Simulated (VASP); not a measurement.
Here is a VASP 6.6.1 calculation.

The input INCAR:

```
PREC     = Accurate       # precision mode
ENCUT    = 520            # plane-wave cutoff, eV
EDIFF    = 1E-6           # SCF threshold, eV
ISMEAR   = 0              # smearing method
SIGMA    = 0.01           # smearing width, eV
LREAL    = F              # projectors in reciprocal space
LASPH    = T              # aspherical terms in the spheres
NELM     = 80             # most SCF steps
ALGO     = Normal         # electronic algorithm
ISIF     = 2              # what is computed and relaxed
LWAVE    = F              # write WAVECAR
LCHARG   = F              # write CHGCAR
GGA      = PS             # functional
NBANDS   = 11             # bands
```

Contents of KPOINTS:

```
regular mesh
0
Gamma
  10 10 10
```

File POSCAR:

```
SiC
1.0
    0.0000000000      2.1784118705      2.1784118705
    2.1784118705      0.0000000000      2.1784118705
    2.1784118705      2.1784118705      0.0000000000
Si C
1 1
Direct
    0.0022952501      0.0022952501      0.0022952501
    0.7500000000      0.7500000000      0.7500000000
```

Potentials or basis: VASP PAW PBE potentials, release 64 (Si, C).

Launch:

```console
$ cat potpaw_PBE.64/Si/POTCAR potpaw_PBE.64/C/POTCAR > POTCAR
$ mpirun -np 1 vasp_std > vasp.out
```

(1) Estimate the pressure.

(2) What does it give for the largest force?

(3) What does it give for the band gap on the k mesh?

Results:

(1) 0.4 GPa.

(2) 0.321 eV/Å.

(3) 1.14 eV, indirect (least direct gap 4.42 eV).

Caveat: the cell differs from its parent crystal (atom 1 moved by [0.01, 0.01, 0.01] A); the PAW data sets were made with another functional, which shifts forces and pressure a little.
